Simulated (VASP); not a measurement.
Input of a VASP 6.6.1 run:

Contents of INCAR:

```
SYSTEM = Cs3Si
PREC = Accurate
ENCUT = 600
EDIFF = 1E-7
ISMEAR = 0
SIGMA = 0.1
LREAL = .False.
LASPH = .True.
NELM = 80
ALGO = Fast
ISIF = 3
LWAVE = .False.
LCHARG = .False.
GGA = PE
IBRION = 2
NSW = 100
EDIFFG = -0.01
```

The input KPOINTS:

```
Automatic mesh
0
Gamma
  8 8 8
  0 0 0
```

The input POSCAR:

```
Cs3Si
1.0
    5.8794614151      0.0000000000      0.0000000000
    0.0000000000      5.8794614151      0.0000000000
    0.0000000000      0.0000000000      5.8794614151
Cs Si
3 1
Direct
    0.0000000000      0.5000000000      0.5000000000
    0.5000000000      0.0000000000      0.5000000000
    0.5000000000      0.5000000000      0.0000000000
    0.0000000000      0.0000000000      0.0000000000
```

Potentials or basis: VASP PAW PBE potentials, release 64 (Cs_sv, Si).

The run is started by

```bash
$ cat potpaw_PBE.64/Cs_sv/POTCAR potpaw_PBE.64/Si/POTCAR > POTCAR
$ mpirun -np 1 vasp_std > vasp.out
```

Predict the space group after relaxing (to 0.1 Å).

Pm-3m (No. 221).

Predict the relaxed volume.

53.15 Å³/atom.

Final structure:
```
Cs Si
1.0
     5.96851    0.00000    0.00000
     0.00000    5.96851    0.00000
     0.00000    0.00000    5.96851
Cs Si
3 1
Cartesian
  0.0000 2.9843 2.9843
  2.9843 0.0000 2.9843
  2.9843 2.9843 0.0000
  0.0000 0.0000 0.0000
```
